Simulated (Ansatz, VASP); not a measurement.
# Ti: VASP beside Ansatz

```xyz
1
Lattice="-1.5974 1.5974 1.5974 1.5974 -1.5974 1.5974 1.5974 1.5974 -1.5974" Properties=species:S:1:pos:R:3 pbc="T T T"
Ti    0.0000    0.0000    0.0000
```

Alike in both runs: functional PBE; dispersion D3(BJ); k mesh 18 × 18 × 18; occupations gaussian, width 0.1 eV; no spin polarisation.

Ansatz relaxed the structure, and its values are those at the end. VASP's run is a single point on that final structure, the one shown.

```csv
,VASP,Ansatz
version,VASP 6.6.1,Ansatz 0.2.0
potentials or method,"VASP PAW PBE potentials, release 64 (Ti_sv), cutoff 520 eV","scalar-relativistic, plane waves, PAW"
valence electrons in the cell,12,12
```

Ansatz gave:

* gap on the k mesh at the Fermi level (eV): none
* pressure (GPa): 0.0

Which values does VASP return?

gap on the k mesh at the Fermi level (eV): none; pressure (GPa): -0.4.

A gap of «none» marks a metal or a gap that the smearing closes.
